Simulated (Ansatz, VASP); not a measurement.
Two plane-wave programs on HfB2

```
Hf B
1.0
     4.97328    0.00000    0.00000
     0.00000    4.97328    0.00000
     0.00000    0.00000    4.12612
Hf B
2 4
Direct
  0.50000 0.50000 0.50000
  0.00000 0.00000 0.00000
  0.17148 0.17148 0.50000
  0.82852 0.82852 0.50000
  0.82852 0.17148 0.50000
  0.17148 0.82852 0.50000
```

Alike in both runs: task relaxation of cell and atoms; functional PBE; k mesh 8 × 8 × 10; occupations gaussian, width 0.1 eV; no spin polarisation.

|  | VASP | Ansatz |
| --- | --- | --- |
| version | VASP 6.6.1 | Ansatz 0.2.0 |
| potentials or method | VASP PAW PBE potentials, release 64 (Hf_pv, B), cutoff 600 eV | scalar-relativistic, plane waves, PAW |
| valence electrons in the cell | 32 | 64 |

|  | VASP | Ansatz | Ansatz less VASP |
| --- | --- | --- | --- |
| gap on the k mesh at the Fermi level, each at its own relaxed structure (eV) | none | none | - |
| relaxed volume (Å³/atom) | 17.01 | 17.04 | +0.023 |
| relaxed cell length with the largest relative difference (Å) | 4.125 | 4.128 | +0.0025 |

A gap of «none» marks a metal or a gap that the smearing closes. VASP's potentials hold 32 valence electrons a cell and Ansatz's 64, so a difference there can come from the potentials and not from the codes.

Neither program's run includes spin-orbit coupling.
